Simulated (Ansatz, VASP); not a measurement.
## GaAs: VASP beside Ansatz

The input INCAR:

```
SYSTEM = GaAs
  ALGO = Normal
  EDIFF = 1E-6
  ENCUT = 520
  GGA = PS
  ISIF = 2
  ISMEAR = 0
  LASPH = .True.
  LCHARG = .False.
  LREAL = .False.
  LWAVE = .False.
  NBANDS = 16
  NELM = 60
  PREC = Accurate
  SIGMA = 0.02
```

Contents of KPOINTS:

```
k-points
0
Gamma
  10 10 10
  0 0 0
```

Contents of POSCAR:

```
GaAs
1.0
    0.0000000000      2.8289295164      2.8289295164
    2.8289295164      0.0000000000      2.8289295164
    2.8289295164      2.8289295164      0.0000000000
Ga As
1 1
Direct
    0.0000000000      0.0000000000      0.0000000000
    0.2500000000      0.2500000000      0.2500000000
```

Input for Ansatz:

```yaml
crystal:
  lattice:
    - [0.0, 2.8289295164, 2.8289295164]
    - [2.8289295164, 0.0, 2.8289295164]
    - [2.8289295164, 2.8289295164, 0.0]
  atoms:
    - { symbol: Ga, position: [0.0, 0.0, 0.0] }
    - { symbol: As, position: [0.25, 0.25, 0.25] }
basis:
  ecutwfc: 420
  xc_grid: 2
kpoints:
  mp_grid: { grid: [10, 10, 10] }
  band_path: { path: [VBM, CBM], npoints: 2 }
hamiltonian:
  xc: pbesol
scf:
  occupations: { method: gaussian, width: 0.02 }
output:
  forces: true
  stress: true
  eigenvalues: true
```

Alike in both runs: task single point; functional PBEsol; k mesh 10 × 10 × 10; occupations gaussian, width 0.02 eV; no spin polarisation.

|  | VASP | Ansatz |
| --- | --- | --- |
| version | VASP 6.6.1 | Ansatz 0.2.0 |
| potentials or method | VASP PAW PBE potentials, release 64 (Ga_d, As), cutoff 520 eV | scalar-relativistic, plane waves, PAW |
| valence electrons in the cell | 18 | 28 |

```tsv
	VASP	Ansatz	Ansatz less VASP
gap on the k mesh at the Fermi level (eV)	0.44	0.43	-0.014
least direct gap on the mesh (eV)	0.44	0.43	-0.014
pressure (GPa)	0.2	0.0	-0.16
```

VASP's potentials were made for PBE, not for PBEsol. VASP's potentials hold 18 valence electrons a cell and Ansatz's 28, so a difference there can come from the potentials and not from the codes.
